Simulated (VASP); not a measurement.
Sb:

```
CELL_PARAMETERS angstrom
3.08334 0.00000 0.00000
0.00000 3.08334 0.00000
0.00000 0.00000 3.08334
ATOMIC_POSITIONS crystal
Sb 0.00000 0.00000 0.00000
```

Base run:

- Program: VASP 6.6.1
- Functional: r2SCAN
- Potentials or basis: VASP PAW PBE potentials, release 64 (Sb)
- Cutoff: 520 eV
- k mesh: 12 × 12 × 12
- Occupations: fermi-dirac, width 0.05 eV
- Spin: no spin polarisation

Its results: pressure 0.2 GPa.

**Question.** After a change of settings the same cell gave: pressure -1.1 GPa. Which change was it?
A. functional from r2SCAN to PBE; further incar settings from ALGO = Normal; EDIFF = 1e-08; NBANDS = 8 to ALGO = Normal; EDIFF = 1e-07; NBANDS = 8
B. functional from r2SCAN to PBEsol
C. functional from r2SCAN to PBE
D. functional from r2SCAN to LDA; potentials or basis from VASP PAW PBE potentials, release 64 (Sb) to VASP PAW LDA potentials, release 64 (Sb)

**Answer.** B.

Caveats: the PAW data sets were made with another functional, which shifts forces and pressure a little.
